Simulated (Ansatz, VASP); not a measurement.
# Two plane-wave programs on Ni

The input INCAR:

```
SYSTEM = Ni
ALGO = Normal
EDIFF = 1E-6
ENCUT = 520
GGA = PE
GGA_COMPAT = .False.
ISIF = 2
ISMEAR = -1
ISPIN = 2
LASPH = .True.
LCHARG = .False.
LMAXMIX = 4
LORBIT = 11
LREAL = .False.
LWAVE = .False.
MAGMOM = 2
NBANDS = 15
NELM = 200
PREC = Accurate
SIGMA = 0.1
```

Contents of KPOINTS:

```
k-points
0
Gamma
  1 1 1
  0 0 0
```

File POSCAR:

```
Ni
1.0
    8.5000000000      0.0000000000      0.0000000000
    0.0000000000      8.5000000000      0.0000000000
    0.0000000000      0.0000000000      8.5000000000
Ni
1
Direct
    0.0000000000      0.0000000000      0.0000000000
```

Input for Ansatz:

```yaml
crystal:
  lattice:
    - [8.5, 0, 0]
    - [0, 8.5, 0]
    - [0, 0, 8.5]
  atoms:
    - { symbol: Ni, position: [0, 0, 0], spin: 2.0 }
kpoints:
  mp_grid: { grid: [1, 1, 1], shift: [0, 0, 0] }
hamiltonian:
  xc: pbe
  pseudopotentials: { kind: nc }
scf:
  occupations: { method: fermi_dirac }
magnetization:
  spin_polarized: true
```

Alike in both runs: task single point; functional PBE; k mesh 1 × 1 × 1; collinear spin.

```csv
,VASP,Ansatz
version,VASP 6.6.1,Ansatz 0.2 development build
potentials or method,"VASP PAW PBE potentials, release 64 (Ni)",scalar-relativistic
plane-wave cutoff (eV),520,1400
occupations,"fermi-dirac, width 0.1 eV",fermi-dirac
```

```csv
,VASP,Ansatz,Ansatz less VASP
net moment per atom (μB),2.00,2.00,0.000
size of the moment on the site where the two differ most (μB),1.37,1.99,+0.617
```

Site moments also hang on the region over which each program counts them. Ansatz's warnings: open shared shell at semilocal close, reached outside group, stability check not made.
